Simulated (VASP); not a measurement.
# WSe2 (P6_3/mmc) in VASP: notebook

WSe2 is run at these levels: PBEsol+D3(BJ); tasks: single point.

Everything below comes from runs of VASP 6.6.1. Logs are shortened: lines on timing, memory, paths and dates and some standing lists are left out, and cuts for length are marked.

**The experiment to reproduce.**

From “Time-resolved XUV ARPES with tunable 24–33 eV laser pulses at 30 meV resolution”, 2019, pmc:6684652, for a bulk crystal of WSe2: band gap 1.3 eV (indirect).

The runs below are set against these values where they give the same quantity.

### 1 The cell of the first run

The structure is hexagonal, space group P6_3/mmc (No. 194). The conventional cell has a = 3.181 Å, b = 3.181 Å, c = 12.032 Å, α = 90.00°, β = 90.00°, γ = 120.00°. Within 3.3 Å of W (site symmetry -6m2) lie 6 Se at 2.49 Å and 6 W at 3.18 Å. Se (site symmetry 3m) has 3 W at 2.49 Å and 9 Se at 3.18 to 3.22 Å within 3.3 Å.

### 2 Single point, PBEsol+D3(BJ) (volume scaled by 0.94, then relaxed in part)

Input file INCAR:

```
PREC = Accurate ; ENCUT = 520
EDIFF = 1E-6 ; ISMEAR = 0
SIGMA = 0.02 ; LREAL = F
LASPH = T ; NELM = 80
ALGO = Normal ; ISIF = 2
LWAVE = F ; LCHARG = F
GGA = PS ; IVDW = 12
NBANDS = 35
```

Input file KPOINTS:

```
Automatic mesh
0
Gamma
  12 12 2
```

Input file POSCAR:

```
WSe2
1.0
    3.1814876549      0.0000000000      0.0000000000
   -1.5907438275      2.7552491310      0.0000000000
    0.0000000000      0.0000000000     12.0316240426
W Se
2 4
Direct
    0.3333333333      0.6666666667      0.2500000000
    0.6666666667      0.3333333333      0.7500000000
    0.3333333333      0.6666666667      0.6097595968
    0.6666666667      0.3333333333      0.1097595968
    0.3333333333      0.6666666667      0.8902404032
    0.6666666667      0.3333333333      0.3902404032
```

Potentials or basis: VASP PAW PBE potentials, release 64 (W_sv, Se).

The run is started by

```console
cat potpaw_PBE.64/W_sv/POTCAR potpaw_PBE.64/Se/POTCAR > POTCAR
mpirun -np 1 vasp_std > vasp.out
```

OUTCAR:

```text
PREC = Accurate
   ENCUT = 520
   EDIFF = 1E-6
   ISMEAR = 0
   LREAL = F
   LASPH = T
   NELM = 80
   ISIF = 2
   GGA = PS
   IVDW = 12
 IVDW          = 12

 ion  position               nearest neighbor table
   1  0.333  0.667  0.250-   6 2.49   4 2.49   6 2.49   4 2.49   6 2.49   4 2.49
   2  0.667  0.333  0.750-   3 2.49   5 2.49   3 2.49   5 2.49   3 2.49   5 2.49
   3  0.333  0.667  0.610-   2 2.49   2 2.49   2 2.49
   4  0.667  0.333  0.110-   1 2.49   1 2.49   1 2.49
   5  0.333  0.667  0.890-   2 2.49   2 2.49   2 2.49
   6  0.667  0.333  0.390-   1 2.49   1 2.49   1 2.49

  LATTYP: Found a hexagonal cell.
 ALAT       =     3.1814876549
 C/A-ratio  =     3.7817604051

  Lattice vectors:

 A1 = (   3.1814876549,   0.0000000000,   0.0000000000)
 A2 = (  -1.5907438275,   2.7552491310,   0.0000000000)
 A3 = (   0.0000000000,   0.0000000000,  12.0316240426)

Analysis of symmetry for initial positions (statically):
=====================================================================
 Subroutine PRICEL returns:
 Original cell was already a primitive cell.

 Routine SETGRP: Setting up the symmetry group for a
 hexagonal supercell.

 Subroutine GETGRP returns: Found 24 space group operations
 (whereof 12 operations were pure point group operations)
 out of a pool of 24 trial point group operations.

The static configuration has the point symmetry D_3d.
 The point group associated with its full space group is D_6h.

Analysis of symmetry for dynamics (positions and initial velocities):
=====================================================================
 Subroutine PRICEL returns:
 Original cell was already a primitive cell.

 Routine SETGRP: Setting up the symmetry group for a
 hexagonal supercell.

 Subroutine GETGRP returns: Found 24 space group operations
 (whereof 12 operations were pure point group operations)
 out of a pool of 24 trial point group operations.

The dynamic configuration has the point symmetry D_3d.
 The point group associated with its full space group is D_6h.

 Subroutine INISYM returns: Found 24 space group operations
 (whereof 12 operations are pure point group operations),
 and found     1 'primitive' translations

----------------------------------------------------------------------------------------

                                     Primitive cell

  volume of cell :     105.4667

  direct lattice vectors                    reciprocal lattice vectors
     3.181487655  0.000000000  0.000000000     0.314318366  0.181471793  0.000000000
    -1.590743828  2.755249131  0.000000000     0.000000000  0.362943586  0.000000000
     0.000000000  0.000000000 12.031624043     0.000000000  0.000000000  0.083114299

  length of vectors
     3.181487655  3.181487655 12.031624043     0.362943586  0.362943586  0.083114299

  position of ions in fractional coordinates (direct lattice)
     0.333333333  0.666666667  0.250000000
     0.666666667  0.333333333  0.750000000
     0.333333333  0.666666667  0.609759597
     0.666666667  0.333333333  0.109759597
     0.333333333  0.666666667  0.890240403
     0.666666667  0.333333333  0.390240403

  ion indices of the primitive-cell ions
   primitive index   ion index
                 1           1
                 2           2
                 3           3
                 4           4
                 5           5
                 6           6

----------------------------------------------------------------------------------------

 KPOINTS: Automatic mesh

Automatic generation of k-mesh.
 Grid dimensions read from file:
 generate k-points for:   12   12    2

 Generating k-lattice:

  Cartesian coordinates                     Fractional coordinates (reciprocal lattice)
     0.026193197  0.015122649  0.000000000     0.083333333  0.000000000  0.000000000
     0.000000000  0.030245299  0.000000000     0.000000000  0.083333333  0.000000000
     0.000000000  0.000000000  0.041557150     0.000000000  0.000000000  0.500000000

  Length of vectors
     0.030245299  0.030245299  0.041557150

  Shift w.r.t. Gamma in fractional coordinates (k-lattice)
     0.000000000  0.000000000  0.000000000

 Subroutine IBZKPT returns following result:
 ===========================================

 Found     38 irreducible k-points:

 Following reciprocal coordinates:
            Coordinates               Weight
  0.000000  0.000000  0.000000      1.000000
  0.083333  0.000000  0.000000      6.000000
  0.166667 -0.000000  0.000000      6.000000
  0.250000  0.000000  0.000000      6.000000
  0.333333 -0.000000  0.000000      6.000000
  0.416667  0.000000  0.000000      6.000000
[... 16 lines left out ...]
  0.250000  0.000000  0.500000      6.000000
  0.333333 -0.000000  0.500000      6.000000
 [... further k-points ...]
   k-points           NKPTS =     38   k-points in BZ     NKDIM =     38   number of bands    NBANDS=     35
   number of dos      NEDOS =    301   number of ions     NIONS =      6
   total plane-waves  NPLWV =  51840
   dimension x,y,z NGX =    24 NGY =   24 NGZ =   90
   dimension x,y,z NGXF=    48 NGYF=   48 NGZF=  180
   ions per type =               2   4
   NGX,Y,Z   is equivalent  to a cutoff of  12.54, 12.54, 12.44 a.u.
   NGXF,Y,Z  is equivalent  to a cutoff of  25.08, 25.08, 24.87 a.u.
 SYSTEM =  unknown system
   PREC   = accura    normal or accurate (medium, high low for compatibility)
   ISTART =      0    job   : 0-new  1-cont  2-samecut
   ICHARG =      2    charge: 1-file 2-atom 10-const
   ISPIN  =      1    spin polarized calculation?
   LNONCOLLINEAR =      F non collinear calculations
   LSORBIT =      F    spin-orbit coupling
   LASPH  =      T    aspherical Exc in radial PAW
   ENCUT  =  520.0 eV  38.22 Ry    6.18 a.u.   5.92  5.92 22.37*2*pi/ulx,y,z
   NELM   =     80;   NELMIN=  2; NELMDL= -5     # of ELM steps
   EDIFF  = 0.1E-05   stopping-criterion for ELM
   LREAL  =      F    real-space projection
   EDIFFG = 0.1E-04   stopping-criterion for IOM
   NSW    =      0    number of steps for IOM
   IBRION =     -1    ionic relax: 0-MD 1-quasi-New 2-CG
   NFREE  =      0    steps in history (QN), initial steepest desc. (CG)
   ISIF   =      2    stress and relaxation
   ISYM   =      2    0-nonsym 1-usesym 2-fastsym
   POTIM  = 0.5000    time-step for ionic-motion
   TEBEG  =    0.0;   TEEND  =   0.0 temperature during run
   PSTRESS=    0.0 pullay stress
   NELECT =      52.0000    total number of electrons
   NUPDOWN=      -1.0000    fix difference up-down
   EMIN   =  10.00;   EMAX   =-10.00  energy-range for DOS
   EFERMI =   0.00;   METHOD = LEGACY
   ISMEAR =     0;   SIGMA  =   0.02  broadening in eV -4-tet -1-fermi 0-gaus
   EFERMI_NEDOS =   21; number of points for ismear=-14 and -15
   IALGO  =     38    algorithm
   IMIX   =      4    mixing-type and parameters
     AMIX     =   0.40;   BMIX     =  1.00
     AMIX_MAG =   1.60;   BMIX_MAG =  1.00
  volume/ion in A,a.u.               =      17.58       118.62
  Fermi-wavevector in a.u.,A,eV,Ry     =   1.293315  2.444010 22.757954  1.672662
  Thomas-Fermi vector in A             =   2.424968
   LORBIT       =      0    0 simple, 1 ext, 2 COOP (PROOUT), +10 PAW based schemes
   GGA     = PS    functional components
   LHFCALC =     F    Hartree Fock is set to
   AEXX    =    0.0000 exact exchange contribution
   IVDW    =    12    specifies the selected vdW correction
   LEPSILON=     F    determine dielectric tensor
   LRPA    =     F    only Hartree local field effects (RPA)
 non-spin polarized calculation
 Gauss-broadening in eV      SIGMA  =   0.02
  energy-cutoff  :      520.00
  volume of cell :      105.47
 maximum number of plane-waves:      2880
 NGX is ok and might be reduce to    24
   NGX = 11   NGY = 11   NGZ = 45

 number of electron      51.9999999 magnetization

 Free energy of the ion-electron system (eV)
  ---------------------------------------------------
  ext. energy  EPLUGINS =         0.00000000
  ---------------------------------------------------
  free energy    TOTEN  =       -46.12277452 eV

  energy without entropy =      -46.12277452  energy(sigma->0) =      -46.12277452

 E-fermi :   8.3241     XC(G=0): -11.7511

 val. band max:        8.0445395394   @ k =   0.0000   0.0000   0.0000
 cond. band min:       8.5237060449   @ k =   0.1667   0.1667   0.0000
 fundamental gap:      0.4791665055
 Fermi energy:         8.3240946199

 k-point     1 :       0.0000    0.0000    0.0000
  band No.  band energies     occupation
      1     -66.3050      2.00000
      2     -66.3049      2.00000
      3     -30.6466      2.00000
      4     -30.6465      2.00000
      5     -30.4085      2.00000
      6     -30.4085      2.00000
[... 27 lines left out ...]
     34      11.1794      0.00000
     35      13.0466      0.00000

 k-point     2 :       0.0833    0.0000    0.0000
  band No.  band energies     occupation
      1     -66.3038      2.00000
      2     -66.3038      2.00000
      3     -30.6421      2.00000
      4     -30.6420      2.00000
      5     -30.4317      2.00000
      6     -30.4317      2.00000
[... 27 lines left out ...]
     34      11.0750      0.00000
     35      13.7024      0.00000

 k-point     3 :       0.1667   -0.0000    0.0000
  band No.  band energies     occupation
      1     -66.3007      2.00000
      2     -66.3006      2.00000
      3     -30.6298      2.00000
      4     -30.6297      2.00000
      5     -30.4945      2.00000
      6     -30.4945      2.00000
[... 27 lines left out ...]
     34      11.6161      0.00000
     35      14.5669      0.00000
[... 723 lines left out ...]
 k-point    23 :       0.2500    0.0000    0.5000
  band No.  band energies     occupation
      1     -66.2964      2.00000
      2     -66.2964      2.00000
      3     -30.6129      2.00000
      4     -30.6129      2.00000
      5     -30.5792      2.00000
      6     -30.5792      2.00000
[... 27 lines left out ...]
     34      11.8252      0.00000
     35      14.2049      0.00000

 k-point    24 :       0.3333   -0.0000    0.5000
  band No.  band energies     occupation
      1     -66.2921      2.00000
      2     -66.2921      2.00000
      3     -30.6627      2.00000
      4     -30.6627      2.00000
      5     -30.5960      2.00000
      6     -30.5960      2.00000
[... 27 lines left out ...]
     34      12.0377      0.00000
     35      13.3338      0.00000

 [... further k-points ...]

------------------------ aborting loop because EDIFF is reached ----------------------------------------

 Edisp (eV)   -3.05159

 E8    (eV) :    -2.0539

  FORCE on cell =-STRESS in cart. coord.  units (eV):
  Direction    XX          YY          ZZ          XY          YZ          ZX
  --------------------------------------------------------------------------------------
  -------------------------------------------------------------------------------------
  Total       3.98914     3.98914     4.16425    -0.00000    -0.00000    -0.00000
  in kB      60.60031    60.60031    63.26038    -0.00000    -0.00000    -0.00000
  external pressure =       61.49 kB  Pullay stress =        0.00 kB

 VOLUME and BASIS-vectors are now :
 -----------------------------------------------------------------------------
  energy-cutoff  :      520.00
  volume of cell :      105.47
      direct lattice vectors                 reciprocal lattice vectors
     3.181487655  0.000000000  0.000000000     0.314318366  0.181471793  0.000000000
    -1.590743828  2.755249131  0.000000000     0.000000000  0.362943586  0.000000000
     0.000000000  0.000000000 12.031624043     0.000000000  0.000000000  0.083114299

 POSITION                                       TOTAL-FORCE (eV/Angst)
 -----------------------------------------------------------------------------------
     -0.00000      1.83683      3.00791         0.000000     -0.000000      0.000000
      1.59074      0.91842      9.02372         0.000000      0.000000      0.000000
     -0.00000      1.83683      7.33640        -0.000000      0.000000     -0.069032
      1.59074      0.91842      1.32059        -0.000000     -0.000000     -0.069032
     -0.00000      1.83683     10.71104        -0.000000      0.000000      0.069032
      1.59074      0.91842      4.69523         0.000000     -0.000000      0.069032
 -----------------------------------------------------------------------------------
    total drift:                                0.000000     -0.000000      0.000000

  FREE ENERGIE OF THE ION-ELECTRON SYSTEM (eV)
  ---------------------------------------------------
  free  energy   TOTEN  =       -49.1743611372 eV

  energy  without entropy=      -49.1743611372  energy(sigma->0) =      -49.17436114
```

Wall time 79 s (1 thread of Intel Xeon 6975P-C (Granite Rapids), shared host); peak memory 0.29 GiB.

What came out:

* Free energy: -49.1744 eV
* Pressure: 6.1 GPa
* Largest force: 0.069 eV/Å
* Band gap on the k mesh: 0.48 eV, indirect (least direct gap 1.30 eV)
* Dispersion energy per atom: -0.509 eV

Forces on the atoms (eV/Å):
```
W    0.000  0.000  0.000
W    0.000  0.000  0.000
Se   0.000  0.000 -0.069
Se   0.000  0.000 -0.069
Se   0.000  0.000  0.069
Se   0.000  0.000  0.069
```

Levels at points of the mesh, in eV from the valence-band top:
| k point | band 23 | band 24 | band 25 | band 26 | band 27 | band 28 | band 29 | band 30 |
| --- | --- | --- | --- | --- | --- | --- | --- | --- |
| (0.00, 0.00, 0.00) | -1.49 | -1.49 | -0.55 | 0.00 | 2.57 | 2.57 | 2.64 | 2.64 |
| (0.50, 0.00, 0.00) | -1.93 | -1.63 | -1.62 | -0.94 | 2.05 | 2.31 | 2.39 | 2.78 |
| (0.00, 0.00, 0.50) | -1.57 | -1.57 | -0.14 | -0.14 | 2.60 | 2.60 | 2.60 | 2.60 |
| (0.50, 0.00, 0.50) | -1.71 | -1.71 | -1.29 | -1.29 | 2.34 | 2.34 | 2.54 | 2.54 |

Caveat: the PAW data sets were made with another functional, which shifts forces and pressure a little; spin-orbit coupling is left out, which moves the levels of the heavy elements.

### 3 Single point, PBEsol+D3(BJ) (volume scaled by 0.97, then relaxed in part)

Input file INCAR:

```
SYSTEM = WSe2
PREC = Accurate ; ENCUT = 520
EDIFF = 1E-6 ; ISMEAR = 0
SIGMA = 0.02 ; LREAL = .FALSE.
LASPH = .TRUE. ; NELM = 80
ALGO = Normal ; ISIF = 2
LWAVE = .FALSE. ; LCHARG = .FALSE.
GGA = PS ; IVDW = 12
NBANDS = 35
```

Input file KPOINTS:

```
regular mesh
0
G
  12 12 2
  0 0 0
```

Input file POSCAR:

```
WSe2
1.0
    3.2076383184      0.0000000000      0.0000000000
   -1.6038191592      2.7778962698      0.0000000000
    0.0000000000      0.0000000000     12.2139976617
W Se
2 4
Direct
    0.3333333333      0.6666666667      0.2500000000
    0.6666666667      0.3333333333      0.7500000000
    0.3333333333      0.6666666667      0.6121042529
    0.6666666667      0.3333333333      0.1121042529
    0.3333333333      0.6666666667      0.8878957471
    0.6666666667      0.3333333333      0.3878957471
```

Potentials or basis: VASP PAW PBE potentials, release 64 (W_sv, Se).

The run is started by

```console
cat potpaw_PBE.64/W_sv/POTCAR potpaw_PBE.64/Se/POTCAR > POTCAR
mpirun -np 1 vasp_std > vasp.out
```

OUTCAR:

```text
SYSTEM = WSe2
   PREC = Accurate
   ENCUT = 520
   EDIFF = 1E-6
   ISMEAR = 0
   LREAL = .FALSE.
   LASPH = .TRUE.
   NELM = 80
   ISIF = 2
   GGA = PS
   IVDW = 12
 IVDW          = 12

 ion  position               nearest neighbor table
   1  0.333  0.667  0.250-   4 2.50   6 2.50   4 2.50   6 2.50   4 2.50   6 2.50
   2  0.667  0.333  0.750-   3 2.50   5 2.50   3 2.50   5 2.50   3 2.50   5 2.50
   3  0.333  0.667  0.612-   2 2.50   2 2.50   2 2.50
   4  0.667  0.333  0.112-   1 2.50   1 2.50   1 2.50
   5  0.333  0.667  0.888-   2 2.50   2 2.50   2 2.50
   6  0.667  0.333  0.388-   1 2.50   1 2.50   1 2.50

  LATTYP: Found a hexagonal cell.
 ALAT       =     3.2076383184
 C/A-ratio  =     3.8077851831

  Lattice vectors:

 A1 = (   3.2076383184,   0.0000000000,   0.0000000000)
 A2 = (  -1.6038191592,   2.7778962698,   0.0000000000)
 A3 = (   0.0000000000,   0.0000000000,  12.2139976617)

Analysis of symmetry for initial positions (statically):
=====================================================================
 Subroutine PRICEL returns:
 Original cell was already a primitive cell.

 Routine SETGRP: Setting up the symmetry group for a
 hexagonal supercell.

 Subroutine GETGRP returns: Found 24 space group operations
[... 182 lines left out ...]

 k-point     1 :       0.0000    0.0000    0.0000
  band No.  band energies     occupation
      1     -66.7405      2.00000
      2     -66.7404      2.00000
      3     -31.0582      2.00000
      4     -31.0581      2.00000
      5     -30.8479      2.00000
      6     -30.8479      2.00000
[... 901 lines left out ...]
     34      11.5733      0.00000
     35      12.9471      0.00000

 [... further k-points ...]

------------------------ aborting loop because EDIFF is reached ----------------------------------------

 Edisp (eV)   -2.95321

 E8    (eV) :    -1.9872

  FORCE on cell =-STRESS in cart. coord.  units (eV):
  Direction    XX          YY          ZZ          XY          YZ          ZX
  --------------------------------------------------------------------------------------
  -------------------------------------------------------------------------------------
  Total       1.96720     1.96720     2.09028     0.00000    -0.00000     0.00000
  in kB      28.96014    28.96014    30.77195     0.00000    -0.00000     0.00000
  external pressure =       29.56 kB  Pullay stress =        0.00 kB

 VOLUME and BASIS-vectors are now :
 -----------------------------------------------------------------------------
  energy-cutoff  :      520.00
  volume of cell :      108.83
      direct lattice vectors                 reciprocal lattice vectors
     3.207638318  0.000000000  0.000000000     0.311755847  0.179992322  0.000000000
    -1.603819159  2.777896270  0.000000000     0.000000000  0.359984644  0.000000000
     0.000000000  0.000000000 12.213997662     0.000000000  0.000000000  0.081873276

 POSITION                                       TOTAL-FORCE (eV/Angst)
 -----------------------------------------------------------------------------------
     -0.00000      1.85193      3.05350        -0.000000      0.000000      0.000000
      1.60382      0.92597      9.16050         0.000000     -0.000000      0.000000
     -0.00000      1.85193      7.47624        -0.000000      0.000000     -0.065676
      1.60382      0.92597      1.36924        -0.000000     -0.000000     -0.065676
     -0.00000      1.85193     10.84476        -0.000000      0.000000      0.065676
      1.60382      0.92597      4.73776        -0.000000      0.000000      0.065676
 -----------------------------------------------------------------------------------
    total drift:                               -0.000000      0.000000     -0.000000

  FREE ENERGIE OF THE ION-ELECTRON SYSTEM (eV)
  ---------------------------------------------------
  free  energy   TOTEN  =       -49.2624085003 eV

  energy  without entropy=      -49.2624085003  energy(sigma->0) =      -49.26240850
```

It took 84 s on 1 thread of Intel Xeon 6975P-C (Granite Rapids), shared host; peak memory 0.29 GiB.

What came out:

| Item | Value |
| --- | --- |
| Free energy | -49.2624 eV |
| Pressure | 3.0 GPa |
| Largest force | 0.066 eV/Å |
| Band gap on the k mesh | 0.59 eV, indirect (least direct gap 1.48 eV) |
| Dispersion energy per atom | -0.492 eV |

Forces on the atoms (eV/Å):
```
W    0.000  0.000  0.000
W    0.000  0.000  0.000
Se   0.000  0.000 -0.066
Se   0.000  0.000 -0.066
Se   0.000  0.000  0.066
Se   0.000  0.000  0.066
```

Stress tensor (GPa, compression positive):
```
2.90 0.00 0.00
0.00 2.90 0.00
0.00 0.00 3.08
```

Caveat: the PAW data sets were made with another functional, which shifts forces and pressure a little; spin-orbit coupling is left out, which moves the levels of the heavy elements. A k mesh can miss the band edges.

(Continued in part 2 of 2.)
